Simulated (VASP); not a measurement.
# AlN (Cm) in VASP: further runs, part 2 of 2

VASP 6.6.1. Earlier steps stand in the parts before.

**3. Single point, r2SCAN**

Input file POSCAR:

```
AlN
1.0
    2.1849006262     -2.1849006262      0.0000000000
    2.1849006262      0.0000000000     -2.1849006262
   12.7453993128      6.7367041007      6.7367041007
Al N
6 6
Direct
    0.6371701400     -0.3628298600      0.3958000000
    0.1232868067      0.1232868067      0.2291333333
    0.1510534733      0.1510534733      0.5624666667
    0.1788201400      0.1788201400      0.8958000000
   -0.3350631933     -0.3350631933      0.7291333333
    0.6094034733      0.6094034733      0.0624666667
    0.2656409733      0.2656409733      0.4374666667
    0.7517576400      0.7517576400      0.2708000000
   -0.2204756933     -0.2204756933      0.6041333333
   -0.1927090267     -0.1927090267      0.9374666667
   -0.7065923600     -0.7065923600      0.7708000000
    0.2378743067      0.2378743067      0.1041333333
```

Input file INCAR.step1:

```
ALGO = Normal
EDIFF = 1E-4
ENCUT = 520
GGA = PE
ISMEAR = 0
LASPH = T
LCHARG = F
LREAL = F
LWAVE = T
NBANDS = 36
NELM = 80
PREC = Accurate
SIGMA = 0.05
```

Input file INCAR.step2:

```
ALGO = Normal
EDIFF = 1E-7
ENCUT = 520
ISIF = 2
ISMEAR = 0
ISTART = 1
LASPH = T
LCHARG = F
LMIXTAU = T
LREAL = F
LWAVE = F
METAGGA = R2SCAN
NBANDS = 36
NELM = 80
PREC = Accurate
SIGMA = 0.05
```

Input file KPOINTS:

```
k-points
0
Gamma
  8 8 2
```

Potentials or basis: VASP PAW PBE potentials, release 64 (Al, N).

The run is started by

```sh
cat potpaw_PBE.64/Al/POTCAR potpaw_PBE.64/N/POTCAR > POTCAR
cp INCAR.step1 INCAR
mpirun -np 1 vasp_std > vasp.out
cp INCAR.step2 INCAR
mpirun -np 1 vasp_std > vasp.out
```

OUTCAR:

```text
EDIFF = 1E-7
   ENCUT = 520
   ISIF = 2
   ISMEAR = 0
   ISTART = 1
   LASPH = T
   LREAL = F
   METAGGA = R2SCAN
   NELM = 80
   PREC = Accurate

 ion  position               nearest neighbor table
   1  0.637  0.637  0.396-   8 1.89   7 1.89   7 1.89   7 1.89   3 3.09   3 3.09   2 3.09   2 3.09
                             3 3.09   2 3.09
   2  0.123  0.123  0.229-  12 1.89   8 1.89   8 1.89   8 1.89   6 3.09   6 3.09   6 3.09   1 3.09
                             1 3.09   1 3.09
   3  0.151  0.151  0.562-   9 1.89   9 1.89   9 1.89   7 1.89   5 3.09   5 3.09   5 3.09   1 3.09
                             1 3.09   1 3.09
   4  0.179  0.179  0.896-  11 1.89  10 1.89  10 1.89  10 1.89   6 2.99   6 2.99   5 3.09   5 3.09
                             5 3.09
   5  0.665  0.665  0.729-   9 1.89  11 1.89  11 1.89  11 1.89   3 3.09   3 3.09   3 3.09   4 3.09
                             4 3.09   4 3.09
   6  0.609  0.609  0.062-  12 1.89  12 1.89  12 1.89  10 1.94   4 2.99   4 2.99   2 3.09   2 3.09
                             2 3.09
   7  0.266  0.266  0.437-   3 1.89   1 1.89   1 1.89   1 1.89
   8  0.752  0.752  0.271-   1 1.89   2 1.89   2 1.89   2 1.89
[... 1153 lines left out ...]

 [... further k-points ...]

------------------------ aborting loop because EDIFF is reached ----------------------------------------

  FORCE on cell =-STRESS in cart. coord.  units (eV):
  Direction    XX          YY          ZZ          XY          YZ          ZX
  --------------------------------------------------------------------------------------
  -------------------------------------------------------------------------------------
  Total        0.2291753     -0.9868654     -0.9868654      0.9016055     -1.5902618      0.9016049
  in kB        2.9336079    -12.6325842    -12.6325842     11.5411955    -20.3564906     11.5411880
  external PRESSURE =      -7.4438535 kB  Pullay stress =       0.0000000 kB

 VOLUME and BASIS-vectors are now :
 -----------------------------------------------------------------------------
  energy-cutoff  :      520.00
  volume of cell :      125.16
      direct lattice vectors                 reciprocal lattice vectors
     2.184900626 -2.184900626  0.000000000     0.117598789 -0.340087931  0.117598789
     2.184900626  0.000000000 -2.184900626     0.117598789  0.117598789 -0.340087931
    12.745399313  6.736704101  6.736704101     0.038140560  0.038140560  0.038140560

 POSITION                                       TOTAL-FORCE (eV/Angst)
 -----------------------------------------------------------------------------------
      7.82894      1.27423      1.27423         0.015859      0.007228      0.007228
      3.45913      1.27423      1.27423         0.023851      0.015295      0.015295
      7.82894      3.45913      3.45913         0.008873      0.013282      0.013282
     12.19874      5.64404      5.64404        -0.084509     -0.075068     -0.075068
     12.19874      3.45913      3.45913         0.014517      0.009884      0.009884
      3.45913     -0.91067     -0.91067         0.482331     -0.476982     -0.476982
      6.73649      2.36668      2.36668        -0.008325     -0.010982     -0.010982
      6.73649      0.18178      0.18178         0.001087     -0.014188     -0.014188
     11.10629      2.36668      2.36668        -0.013280     -0.007734     -0.007734
     15.47609      4.55158      4.55158        -0.433208      0.499926      0.499926
     11.10629      4.55158      4.55158        -0.048078      0.005814      0.005814
      2.36668      0.18178      0.18178         0.040882      0.033525      0.033525
 -----------------------------------------------------------------------------------
    total drift:                                0.033922      0.035236      0.035236

  FREE ENERGIE OF THE ION-ELECTRON SYSTEM (eV)
  ---------------------------------------------------
  free  energy   TOTEN  =      -114.8796519562 eV

  energy  without entropy=     -114.8796519562  energy(sigma->0) =     -114.87965196
```

It took 11 min on 1 thread of AMD EPYC 9R45 (Zen 5), shared host; peak memory 0.32 GiB.

Results:

```yaml
Free_energy: -114.8797 eV
Pressure: -0.7 GPa
Largest_force: 0.829 eV/Å
Band_gap_on_the_k_mesh: 3.76 eV, indirect (least direct gap 4.18 eV)
```

Forces on the atoms (eV/Å):
```
Al   0.016  0.007  0.007
Al   0.024  0.015  0.015
Al   0.009  0.013  0.013
Al  -0.085 -0.075 -0.075
Al   0.015  0.010  0.010
Al   0.482 -0.477 -0.477
N   -0.008 -0.011 -0.011
N    0.001 -0.014 -0.014
N   -0.013 -0.008 -0.008
N   -0.433  0.500  0.500
N   -0.048  0.006  0.006
N    0.041  0.034  0.034
```

Stress tensor (GPa, compression positive):
```
 0.29  1.15  1.15
 1.15 -1.26 -2.04
 1.15 -2.04 -1.26
```

Caveat: the PAW data sets were made with another functional, which shifts forces and pressure a little. A k mesh can miss the band edges.

**4. Single point, r2SCAN**

Input file POSCAR:

```
AlN
1.0
    2.1849006262     -2.1849006262      0.0000000000
    2.1849006262      0.0000000000     -2.1849006262
   12.3809578883      6.9189248129      6.9189248129
Al N
6 6
Direct
    0.6701798600     -0.3298201400      0.3958000000
    0.1423965267      0.1423965267      0.2291333333
    0.1979631933      0.1979631933      0.5624666667
    0.2535298600      0.2535298600      0.8958000000
   -0.2742534733     -0.2742534733      0.7291333333
    0.6146131933      0.6146131933      0.0624666667
    0.3021256933      0.3021256933      0.4374666667
    0.7743423600      0.7743423600      0.2708000000
   -0.1700909733     -0.1700909733      0.6041333333
   -0.1145243067     -0.1145243067      0.9374666667
   -0.6423076400     -0.6423076400      0.7708000000
    0.2465590267      0.2465590267      0.1041333333
```

Input file INCAR.step1:

```
  PREC = Accurate
  ENCUT = 520
  ISMEAR = 0
  SIGMA = 0.05
  LREAL = False
  LASPH = True
  NELM = 100
  NBANDS = 36
  GGA = PE
  ALGO = Normal
  EDIFF = 1E-4
  LWAVE = True
  LCHARG = False
```

Input file INCAR.step2:

```
  PREC = Accurate
  ENCUT = 520
  EDIFF = 1E-7
  ISMEAR = 0
  SIGMA = 0.05
  LREAL = False
  LASPH = True
  NELM = 100
  ALGO = Normal
  ISIF = 2
  LWAVE = False
  LCHARG = False
  METAGGA = R2SCAN
  LMIXTAU = True
  NBANDS = 36
  ISTART = 1
```

Input file KPOINTS:

```
Automatic mesh
0
Gamma
  8 8 2
```

The run is started by

```sh
cat potpaw_PBE.64/Al/POTCAR potpaw_PBE.64/N/POTCAR > POTCAR
cp INCAR.step1 INCAR
mpirun -np 1 vasp_std > vasp.out
cp INCAR.step2 INCAR
mpirun -np 1 vasp_std > vasp.out
```

It took 16 min on 1 thread of Intel Xeon Platinum 8259CL at 2.50GHz (Skylake/Cascade Lake), shared host; peak memory 0.35 GiB.

The run converged. Its results:

```yaml
Free_energy: -114.4383 eV
Pressure: -1.6 GPa
Largest_force: 1.339 eV/Å
Band_gap_on_the_k_mesh: 3.69 eV, indirect (least direct gap 4.05 eV)
```

Forces on the atoms (eV/Å):
```
Al   0.030  0.029  0.029
Al   0.034  0.051  0.051
Al   0.031  0.026  0.026
Al  -0.075 -0.197 -0.197
Al   0.032  0.028  0.028
Al   0.593 -0.849 -0.849
N   -0.028 -0.026 -0.026
N   -0.013 -0.032 -0.032
N   -0.030 -0.026 -0.026
N   -0.436  0.870  0.870
N   -0.092 -0.007 -0.007
N   -0.047  0.134  0.134
```

Stress tensor (GPa, compression positive):
```
-1.19  1.99  1.99
 1.99 -1.85 -2.83
 1.99 -2.83 -1.85
```

Levels at points of the mesh, in eV from the valence-band top:
| k point | band 21 | band 22 | band 23 | band 24 | band 25 | band 26 | band 27 | band 28 |
| --- | --- | --- | --- | --- | --- | --- | --- | --- |
| (0.00, 0.00, 0.00) | -0.28 | -0.24 | -0.08 | 0.00 | 4.50 | 5.87 | 6.11 | 7.38 |
| (0.50, 0.00, 0.00) | -1.17 | -1.04 | -0.82 | -0.71 | 4.13 | 4.36 | 6.22 | 6.52 |
| (0.50, 0.50, 0.00) | -1.11 | -1.07 | -0.69 | -0.37 | 3.69 | 4.99 | 5.05 | 7.36 |
| (0.00, 0.00, 0.50) | -0.30 | -0.26 | -0.19 | -0.08 | 4.87 | 5.15 | 6.77 | 6.98 |
| (0.50, 0.00, 0.50) | -1.23 | -1.03 | -0.82 | -0.60 | 3.83 | 5.08 | 5.32 | 6.94 |
| (0.50, 0.50, 0.50) | -1.00 | -0.85 | -0.76 | -0.48 | 4.04 | 4.10 | 6.19 | 6.31 |

Caveat: the PAW data sets were made with another functional, which shifts forces and pressure a little. A k mesh can miss the band edges.

**5. Single point, r2SCAN**

This run uses another cell than the first one, of the same volume but with other edges.

Input file POSCAR:

```
AlN
1.0
    2.1849006262     -2.1849006262      0.0000000000
    2.1849006262      0.0000000000     -2.1849006262
    9.1036069490      8.5576002825      8.5576002825
Al N
6 6
Direct
    0.9670298600     -0.0329701400      0.3958000000
    0.3142465267      0.3142465267      0.2291333333
    0.6198131933      0.6198131933      0.5624666667
    0.9253798600      0.9253798600      0.8958000000
    0.2725965267      0.2725965267      0.7291333333
    0.6614631933      0.6614631933      0.0624666667
    0.6302256933      0.6302256933      0.4374666667
    0.9774423600      0.9774423600      0.2708000000
    0.2830090267      0.2830090267      0.6041333333
    0.5885756933      0.5885756933      0.9374666667
   -0.0642076400     -0.0642076400      0.7708000000
    0.3246590267      0.3246590267      0.1041333333
```

Input file INCAR.step1:

```
SYSTEM = AlN
PREC = Accurate ; ENCUT = 520
ISMEAR = 0 ; SIGMA = 0.05
LREAL = .False. ; LASPH = .True.
NELM = 60 ; NBANDS = 36
GGA = PE ; ALGO = Normal
EDIFF = 1E-4 ; LWAVE = .True.
LCHARG = .False.
```

Input file INCAR.step2:

```
SYSTEM = AlN
PREC = Accurate ; ENCUT = 520
EDIFF = 1E-6 ; ISMEAR = 0
SIGMA = 0.05 ; LREAL = .False.
LASPH = .True. ; NELM = 60
ALGO = Normal ; ISIF = 2
LWAVE = .False. ; LCHARG = .True.
METAGGA = R2SCAN ; LMIXTAU = .True.
LELF = .True. ; LVHAR = .True.
NBANDS = 36 ; ISTART = 1
```

Input file KPOINTS:

```
regular mesh
0
Gamma
  8 8 2
  0 0 0
```

The run is started by

```sh
cat potpaw_PBE.64/Al/POTCAR potpaw_PBE.64/N/POTCAR > POTCAR
cp INCAR.step1 INCAR
mpirun -np 1 vasp_std > vasp.out
cp INCAR.step2 INCAR
mpirun -np 1 vasp_std > vasp.out
```

Wall time 10 min (1 thread of Intel Xeon Platinum 8259CL at 2.50GHz (Skylake/Cascade Lake), shared host); peak memory 0.34 GiB.

It converged, with:

```
Free energy            : -114.8180 eV
Pressure               : -0.6 GPa
Largest force          : 1.032 eV/Å
Band gap on the k mesh : 3.67 eV, indirect (least direct gap 4.12 eV)
```

Forces on the atoms (eV/Å):
```
Al   0.009  0.012  0.012
Al  -0.006  0.039  0.039
Al   0.011  0.011  0.011
Al   0.015 -0.210 -0.210
Al   0.006  0.014  0.014
Al  -0.848  0.268  0.268
N   -0.010 -0.010 -0.010
N   -0.021 -0.003 -0.003
N   -0.007 -0.011 -0.011
N    0.969 -0.250 -0.250
N    0.020 -0.030 -0.030
N   -0.139  0.170  0.170
```

Stress tensor (GPa, compression positive):
```
-3.63 -0.76 -0.76
-0.76  0.88  2.43
-0.76  2.43  0.88
```

Levels at points of the mesh, in eV from the valence-band top:
```csv
k point,band 22,band 23,band 24,band 25,band 26,band 27
"(0.00, 0.00, 0.00)",-0.25,-0.24,0.00,4.60,5.99,6.11
"(0.50, 0.00, 0.00)",-1.07,-0.77,-0.44,3.67,5.07,5.09
"(0.50, 0.50, 0.00)",-1.08,-0.82,-0.71,3.78,5.07,5.15
"(0.00, 0.00, 0.50)",-0.25,-0.23,-0.12,5.03,5.15,6.88
"(0.50, 0.00, 0.50)",-1.01,-0.80,-0.57,4.06,4.12,6.30
"(0.50, 0.50, 0.50)",-1.01,-0.83,-0.80,4.13,4.21,6.25
```

Caveat: the PAW data sets were made with another functional, which shifts forces and pressure a little. A k mesh can miss the band edges.

**6. Single point, r2SCAN**

This run uses another cell than the first one, of the same volume but with other edges.

Input file POSCAR:

```
AlN
1.0
    2.1849006262     -2.1849006262      0.0000000000
    2.1849006262      0.0000000000     -2.1849006262
    9.4680483735      8.3753795703      8.3753795703
Al N
6 6
Direct
    0.9340201400     -0.0659798600      0.3958000000
    0.2951368067      0.2951368067      0.2291333333
    0.5729034733      0.5729034733      0.5624666667
    0.8506701400      0.8506701400      0.8958000000
    0.2117868067      0.2117868067      0.7291333333
    0.6562534733      0.6562534733      0.0624666667
    0.5937409733      0.5937409733      0.4374666667
    0.9548576400      0.9548576400      0.2708000000
    0.2326243067      0.2326243067      0.6041333333
    0.5103909733      0.5103909733      0.9374666667
   -0.1284923600     -0.1284923600      0.7708000000
    0.3159743067      0.3159743067      0.1041333333
```

Input file INCAR.step1:

```
PREC = Accurate ; ENCUT = 520
ISMEAR = 0 ; SIGMA = 0.05
LREAL = F ; LASPH = T
NELM = 60 ; NBANDS = 36
GGA = PE ; ALGO = Normal
EDIFF = 1E-4 ; LWAVE = T
LCHARG = F
```

Input file INCAR.step2:

```
PREC = Accurate ; ENCUT = 520
EDIFF = 1E-6 ; ISMEAR = 0
SIGMA = 0.05 ; LREAL = F
LASPH = T ; NELM = 60
ALGO = Normal ; ISIF = 2
LWAVE = F ; LCHARG = F
METAGGA = R2SCAN ; LMIXTAU = T
NBANDS = 36 ; ISTART = 1
```

Input file KPOINTS:

```
Automatic mesh
0
Gamma
  8 8 2
```

Potentials or basis: VASP PAW PBE potentials, release 64 (Al, N).

The run is started by

```sh
cat potpaw_PBE.64/Al/POTCAR potpaw_PBE.64/N/POTCAR > POTCAR
cp INCAR.step1 INCAR
mpirun -np 1 vasp_std > vasp.out
cp INCAR.step2 INCAR
mpirun -np 1 vasp_std > vasp.out
```

Run time: 4.6 min. Hardware: 1 thread of Intel Xeon 6975P-C (Granite Rapids), shared host; peak memory 0.33 GiB.

The run converged. Its results:

```
Free energy            : -114.0299 eV
Pressure               : -0.8 GPa
Largest force          : 1.797 eV/Å
Band gap on the k mesh : 3.41 eV, indirect (least direct gap 3.66 eV)
```

Forces on the atoms (eV/Å):
```
Al   0.025  0.030  0.030
Al   0.022  0.114  0.114
Al   0.028  0.029  0.029
Al  -0.238 -0.661 -0.661
Al   0.021  0.035  0.035
Al  -1.256  0.571  0.571
N   -0.028 -0.026 -0.026
N   -0.041 -0.014 -0.014
N   -0.023 -0.029 -0.029
N    1.645 -0.512 -0.512
N    0.011 -0.064 -0.064
N   -0.167  0.527  0.527
```

Stress tensor (GPa, compression positive):
```
-6.99  0.22  0.22
 0.22  2.30  4.79
 0.22  4.79  2.30
```

Levels at points of the mesh, in eV from the valence-band top:
```csv
k point,band 22,band 23,band 24,band 25,band 26,band 27
"(0.00, 0.00, 0.00)",-0.40,-0.36,0.00,4.20,5.54,5.92
"(0.50, 0.00, 0.00)",-1.20,-0.96,-0.26,3.41,4.73,4.88
"(0.50, 0.50, 0.00)",-1.14,-0.94,-0.87,3.64,4.65,4.98
"(0.00, 0.00, 0.50)",-0.41,-0.35,-0.20,4.48,4.98,6.48
"(0.50, 0.00, 0.50)",-1.18,-0.95,-0.34,3.72,3.93,5.76
"(0.50, 0.50, 0.50)",-1.04,-0.94,-0.91,3.91,4.06,5.63
```

Caveat: the PAW data sets were made with another functional, which shifts forces and pressure a little. r2SCAN opens gaps a little over a GGA but as a rule still falls short of measured ones.

**7. The runs side by side**

```tsv
cell	gap on the mesh (eV)	pressure (GPa)	largest force (eV/Å)
a = 3.090, b = 3.090, c = 15.661 Å, angles 77.2, 77.2, 60.0°, 12 atoms	3.86	-2.5	1.04
a = 3.090, b = 3.090, c = 15.913 Å, angles 74.5, 74.5, 60.0°, 12 atoms	3.76	-0.7	0.83
a = 3.090, b = 3.090, c = 15.781 Å, angles 75.8, 75.8, 60.0°, 12 atoms	3.69	-1.6	1.34
a = 3.090, b = 3.090, c = 15.144 Å, angles 88.5, 88.5, 60.0°, 12 atoms	3.67	-0.6	1.03
a = 3.090, b = 3.090, c = 15.164 Å, angles 87.1, 87.1, 60.0°, 12 atoms	3.41	-0.8	1.80
```

Alike in all rows: task single point; level r2SCAN; potentials or basis VASP PAW PBE potentials, release 64 (Al, N); no spin polarisation; k mesh 8 × 8 × 2; cutoff (eV) 520; smearing gaussian 0.05 eV.

Caveats: the PAW data sets were made with another functional, which shifts forces and pressure a little.

Total energies depend on the potentials used, so only differences within one code and one set of settings carry meaning.
